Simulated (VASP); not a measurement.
Here is a VASP 6.6.1 calculation.

Contents of INCAR:

```
SYSTEM = Gd
ALGO = Normal
EDIFF = 1E-6
ENCUT = 520
GGA = PS
ISIF = 2
ISMEAR = -1
ISPIN = 2
LASPH = .TRUE.
LCHARG = .FALSE.
LMAXMIX = 6
LORBIT = 11
LREAL = .FALSE.
LWAVE = .FALSE.
MAGMOM = 1.8
NBANDS = 19
NELM = 150
NUPDOWN = 1.8
PREC = Accurate
SIGMA = 0.05
```

Contents of KPOINTS:

```
k-points
0
G
  8 8 8
  0 0 0
```

POSCAR

```
Gd
1.0
   -2.0250000000      2.0250000000      2.0250000000
    2.0250000000     -2.0250000000      2.0250000000
    2.0250000000      2.0250000000     -2.0250000000
Gd
1
Direct
    0.0000000000      0.0000000000      0.0000000000
```

Potentials or basis: VASP PAW PBE potentials, release 64 (Gd).

The run is started by

```sh
$ cat potpaw_PBE.64/Gd/POTCAR > POTCAR
$ mpirun -np 1 vasp_std > vasp.out
```

Question: What does it give for the pressure?

Answer: -1.2 GPa.

Caveat: the PAW data sets were made with another functional, which shifts forces and pressure a little; the total moment is fixed, so each spin has its own Fermi level. The state reached can hang on the start; a lower one may exist.
